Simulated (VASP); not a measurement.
# Sc (P-1) in VASP: single point with PBE

Aim: the single point of Sc with PBE.

Program: VASP 6.6.1. These are calculated values, not measurements. Logs are shortened: lines on timing, memory, paths and dates and some standing lists are left out, and cuts for length are marked.

## 1. The cell of the first run

The typed cell holds 2 atoms: a = 3.309 Å, b = 3.309 Å, c = 5.268 Å, α = 90.00°, β = 90.00°, γ = 120.00°.

## 2. Single point, PBE (atom 2 (Sc) moved by [0.069282, 0.069282, 0.069282] A)

INCAR

```
SYSTEM = Sc
  ALGO = Normal
  EDIFF = 1E-6
  ENCUT = 520
  GGA = PE
  ISIF = 2
  ISMEAR = -1
  LASPH = .True.
  LCHARG = .True.
  LELF = .True.
  LREAL = .False.
  LVHAR = .True.
  LWAVE = .False.
  NBANDS = 18
  NELM = 100
  PREC = Accurate
  SIGMA = 0.03
```

KPOINTS

```
k-points
0
Gamma
  13 13 7
  0 0 0
```

POSCAR

```
Sc
1.0
    3.3087978973      0.0000000000      0.0000000000
   -1.6543989486      2.8655030350      0.0000000000
    0.0000000000      0.0000000000      5.2680000000
Sc
2
Direct
    0.3333333333      0.6666666667      0.2500000000
    0.6996943658      0.3575112871      0.7631514806
```

Potentials or basis: VASP PAW PBE potentials, release 64 (Sc_sv).

Started as:

```
> cat potpaw_PBE.64/Sc_sv/POTCAR > POTCAR
> mpirun -np 1 vasp_std > vasp.out
```

OUTCAR:

```text
SYSTEM = Sc
   EDIFF = 1E-6
   ENCUT = 520
   GGA = PE
   ISIF = 2
   ISMEAR = -1
   LASPH = .True.
   LREAL = .False.
   NELM = 100
   PREC = Accurate

 ion  position               nearest neighbor table
   1  0.333  0.667  0.250-   2 3.14   2 3.21   2 3.24   2 3.26   2 3.33   2 3.35
   2  0.700  0.358  0.763-   1 3.14   1 3.21   1 3.24   1 3.26   1 3.33   1 3.35

  LATTYP: Found a hexagonal cell.
 ALAT       =     3.3087978973
 C/A-ratio  =     1.5921190002

  Lattice vectors:

 A1 = (   3.3087978973,   0.0000000000,   0.0000000000)
 A2 = (  -1.6543989486,   2.8655030350,   0.0000000000)
 A3 = (   0.0000000000,   0.0000000000,   5.2680000000)

Analysis of symmetry for initial positions (statically):
=====================================================================
 Subroutine PRICEL returns:
 Original cell was already a primitive cell.

 Routine SETGRP: Setting up the symmetry group for a
 hexagonal supercell.

 Subroutine GETGRP returns: Found  2 space group operations
 (whereof  1 operations were pure point group operations)
 out of a pool of 24 trial point group operations.

The static configuration has the point symmetry C_1 .
 The point group associated with its full space group is S_2 .

Analysis of symmetry for dynamics (positions and initial velocities):
=====================================================================
 Subroutine PRICEL returns:
 Original cell was already a primitive cell.

 Routine SETGRP: Setting up the symmetry group for a
 hexagonal supercell.

 Subroutine GETGRP returns: Found  2 space group operations
 (whereof  1 operations were pure point group operations)
 out of a pool of 24 trial point group operations.

The dynamic configuration has the point symmetry C_1 .
 The point group associated with its full space group is S_2 .

 Subroutine INISYM returns: Found  2 space group operations
 (whereof  1 operations are pure point group operations),
 and found     1 'primitive' translations

----------------------------------------------------------------------------------------

                                     Primitive cell

  volume of cell :      49.9479

  direct lattice vectors                    reciprocal lattice vectors
     3.308797897  0.000000000  0.000000000     0.302224563  0.174489433  0.000000000
    -1.654398949  2.865503035  0.000000000     0.000000000  0.348978866  0.000000000
     0.000000000  0.000000000  5.268000000     0.000000000  0.000000000  0.189825361

  length of vectors
     3.308797897  3.308797897  5.268000000     0.348978866  0.348978866  0.189825361

  position of ions in fractional coordinates (direct lattice)
     0.333333333  0.666666667  0.250000000
     0.699694366  0.357511287  0.763151481

  ion indices of the primitive-cell ions
   primitive index   ion index
                 1           1
                 2           2

----------------------------------------------------------------------------------------

 KPOINTS: k-points

Automatic generation of k-mesh.
 Grid dimensions read from file:
 generate k-points for:   13   13    7

 Generating k-lattice:

  Cartesian coordinates                     Fractional coordinates (reciprocal lattice)
     0.023248043  0.013422264  0.000000000     0.076923077 -0.000000000  0.000000000
     0.000000000  0.026844528  0.000000000     0.000000000  0.076923077  0.000000000
     0.000000000  0.000000000  0.027117909     0.000000000  0.000000000  0.142857143

  Length of vectors
     0.026844528  0.026844528  0.027117909

  Shift w.r.t. Gamma in fractional coordinates (k-lattice)
     0.000000000  0.000000000  0.000000000

 Subroutine IBZKPT returns following result:
 ===========================================

 Found    592 irreducible k-points:

 Following reciprocal coordinates:
            Coordinates               Weight
  0.000000  0.000000  0.000000      1.000000
  0.076923  0.000000  0.000000      2.000000
  0.000000  0.076923  0.000000      2.000000
 -0.076923  0.076923  0.000000      2.000000
  0.153846  0.000000  0.000000      2.000000
  0.000000  0.153846  0.000000      2.000000
[... 16 lines left out ...]
  0.153846  0.076923  0.000000      2.000000
 -0.076923  0.230769  0.000000      2.000000
 [... further k-points ...]
   k-points           NKPTS =    592   k-points in BZ     NKDIM =    592   number of bands    NBANDS=     18
   number of dos      NEDOS =    301   number of ions     NIONS =      2
   total plane-waves  NPLWV =  31360
   dimension x,y,z NGX =    28 NGY =   28 NGZ =   40
   dimension x,y,z NGXF=    56 NGYF=   56 NGZF=   80
   ions per type =               2
   NGX,Y,Z   is equivalent  to a cutoff of  14.07, 14.07, 12.62 a.u.
   NGXF,Y,Z  is equivalent  to a cutoff of  28.14, 28.14, 25.25 a.u.
 SYSTEM =  Sc
   PREC   = accura    normal or accurate (medium, high low for compatibility)
   ISTART =      0    job   : 0-new  1-cont  2-samecut
   ICHARG =      2    charge: 1-file 2-atom 10-const
   ISPIN  =      1    spin polarized calculation?
   LNONCOLLINEAR =      F non collinear calculations
   LSORBIT =      F    spin-orbit coupling
   LASPH  =      T    aspherical Exc in radial PAW
   ENCUT  =  520.0 eV  38.22 Ry    6.18 a.u.   6.15  6.15  9.79*2*pi/ulx,y,z
   NELM   =    100;   NELMIN=  2; NELMDL= -5     # of ELM steps
   EDIFF  = 0.1E-05   stopping-criterion for ELM
   LREAL  =      F    real-space projection
   EDIFFG = 0.1E-04   stopping-criterion for IOM
   NSW    =      0    number of steps for IOM
   IBRION =     -1    ionic relax: 0-MD 1-quasi-New 2-CG
   NFREE  =      0    steps in history (QN), initial steepest desc. (CG)
   ISIF   =      2    stress and relaxation
   ISYM   =      2    0-nonsym 1-usesym 2-fastsym
   POTIM  = 0.5000    time-step for ionic-motion
   TEBEG  =    0.0;   TEEND  =   0.0 temperature during run
   PSTRESS=    0.0 pullay stress
   NELECT =      22.0000    total number of electrons
   NUPDOWN=      -1.0000    fix difference up-down
   EMIN   =  10.00;   EMAX   =-10.00  energy-range for DOS
   EFERMI =   0.00;   METHOD = LEGACY
   ISMEAR =    -1;   SIGMA  =   0.03  broadening in eV -4-tet -1-fermi 0-gaus
   EFERMI_NEDOS =   21; number of points for ismear=-14 and -15
   IALGO  =     38    algorithm
   IMIX   =      4    mixing-type and parameters
     AMIX     =   0.40;   BMIX     =  1.00
     AMIX_MAG =   1.60;   BMIX_MAG =  1.00
  volume/ion in A,a.u.               =      24.97       168.53
  Fermi-wavevector in a.u.,A,eV,Ry     =   1.245595  2.353833 21.109524  1.551506
  Thomas-Fermi vector in A             =   2.379810
   LORBIT       =      0    0 simple, 1 ext, 2 COOP (PROOUT), +10 PAW based schemes
   GGA     = PE    functional components
   LHFCALC =     F    Hartree Fock is set to
   AEXX    =    0.0000 exact exchange contribution
   IVDW    =     0    specifies the selected vdW correction
   LEPSILON=     F    determine dielectric tensor
   LRPA    =     F    only Hartree local field effects (RPA)
 non-spin polarized calculation
  energy-cutoff  :      520.00
  volume of cell :       49.95
 maximum number of plane-waves:      1363
 NGX is ok and might be reduce to    28
   NGX = 13   NGY = 13   NGZ = 19

 number of electron      22.0000001 magnetization

 Free energy of the ion-electron system (eV)
  ---------------------------------------------------
  ext. energy  EPLUGINS =         0.00000000
  ---------------------------------------------------
  free energy    TOTEN  =       -12.48312650 eV

  energy without entropy =      -12.46997947  energy(sigma->0) =      -12.47655298

 E-fermi :   3.6070     XC(G=0):  -9.8234

 val. band max:        3.6068434929   @ k =   0.3077   0.2308   0.2857
 cond. band min:       3.6071467383   @ k =  -0.1538  -0.3077  -0.4286
 fundamental gap:      0.0003032454
 Fermi energy:         3.6070255877

 k-point     1 :       0.0000    0.0000    0.0000
  band No.  band energies     occupation
      1     -45.8468      2.00000
      2     -45.7834      2.00000
      3     -24.6555      2.00000
      4     -24.3372      2.00000
      5     -24.3237      2.00000
      6     -24.2779      2.00000
[... 10 lines left out ...]
     17       5.8856      0.00000
     18       6.1031      0.00000

 k-point     2 :       0.0769    0.0000    0.0000
  band No.  band energies     occupation
      1     -45.8440      2.00000
      2     -45.7824      2.00000
      3     -24.6478      2.00000
      4     -24.3520      2.00000
      5     -24.3294      2.00000
      6     -24.2841      2.00000
[... 10 lines left out ...]
     17       5.7885      0.00000
     18       6.0135      0.00000

 k-point     3 :       0.0000    0.0769    0.0000
  band No.  band energies     occupation
      1     -45.8442      2.00000
      2     -45.7822      2.00000
      3     -24.6486      2.00000
      4     -24.3451      2.00000
      5     -24.3361      2.00000
      6     -24.2923      2.00000
[... 10 lines left out ...]
     17       5.8416      0.00000
     18       5.9961      0.00000

 k-point     4 :      -0.0769    0.0769    0.0000
  band No.  band energies     occupation
      1     -45.8441      2.00000
      2     -45.7823      2.00000
      3     -24.6484      2.00000
      4     -24.3480      2.00000
      5     -24.3332      2.00000
      6     -24.2911      2.00000
[... 375 lines left out ...]
      4     -24.3772      2.00000
      5     -24.3455      2.00000
      6     -24.3096      2.00000
[... 10 lines left out ...]
     17       5.8566      0.00000
     18       5.9558      0.00000

 k-point    23 :       0.1538    0.0769    0.0000
  band No.  band energies     occupation
      1     -45.8292      2.00000
      2     -45.7773      2.00000
      3     -24.6061      2.00000
      4     -24.4229      2.00000
      5     -24.3823      2.00000
      6     -24.3429      2.00000
[... 10 lines left out ...]
     17       5.8911      0.00000
     18       6.2182      0.00000

 k-point    24 :      -0.0769    0.2308    0.0000
  band No.  band energies     occupation
      1     -45.8301      2.00000
      2     -45.7765      2.00000
      3     -24.6112      2.00000
      4     -24.4145      2.00000
      5     -24.3882      2.00000
      6     -24.3504      2.00000
[... 10 lines left out ...]
     17       5.9059      0.00000
     18       6.2238      0.00000

 [... further k-points ...]

------------------------ aborting loop because EDIFF is reached ----------------------------------------

  FORCE on cell =-STRESS in cart. coord.  units (eV):
  Direction    XX          YY          ZZ          XY          YZ          ZX
  --------------------------------------------------------------------------------------
  -------------------------------------------------------------------------------------
  Total        0.0646548     -0.1348392     -0.4635683      0.0938141      0.0233586      0.0205214
  in kB        2.0739302     -4.3252368    -14.8698782      3.0092758      0.7492726      0.6582665
  external PRESSURE =      -5.7070616 kB  Pullay stress =       0.0000000 kB

 VOLUME and BASIS-vectors are now :
 -----------------------------------------------------------------------------
  energy-cutoff  :      520.00
  volume of cell :       49.95
      direct lattice vectors                 reciprocal lattice vectors
     3.308797897  0.000000000  0.000000000     0.302224563  0.174489433  0.000000000
    -1.654398949  2.865503035  0.000000000     0.000000000  0.348978866  0.000000000
     0.000000000  0.000000000  5.268000000     0.000000000  0.000000000  0.189825361

 POSITION                                       TOTAL-FORCE (eV/Angst)
 -----------------------------------------------------------------------------------
     -0.00000      1.91034      1.31700         0.097715      0.091165      0.256533
      1.72368      1.02445      4.02028        -0.097715     -0.091165     -0.256533
 -----------------------------------------------------------------------------------
    total drift:                                0.000005      0.000001     -0.000006

  FREE ENERGIE OF THE ION-ELECTRON SYSTEM (eV)
  ---------------------------------------------------
  free  energy   TOTEN  =       -12.4831264955 eV

  energy  without entropy=      -12.4699794712  energy(sigma->0) =      -12.47655298
```

Run time: 6.5 min. Hardware: 1 thread of Intel Xeon Platinum 8259CL at 2.50GHz (Skylake/Cascade Lake), shared host; peak memory 0.52 GiB.

Results:

* Free energy: -12.4831 eV
* Pressure: -0.6 GPa
* Largest force: 0.289 eV/Å
* Band gap on the k mesh: zero (bands 11 and 12 overlap by 1.12 eV)

Forces in eV/Å, atoms in the order of the input:
```
Sc   0.098  0.091  0.257
Sc  -0.098 -0.091 -0.257
```

Caveat: the cell differs from its parent crystal (atom 2 (Sc) moved by [0.069282, 0.069282, 0.069282] A).
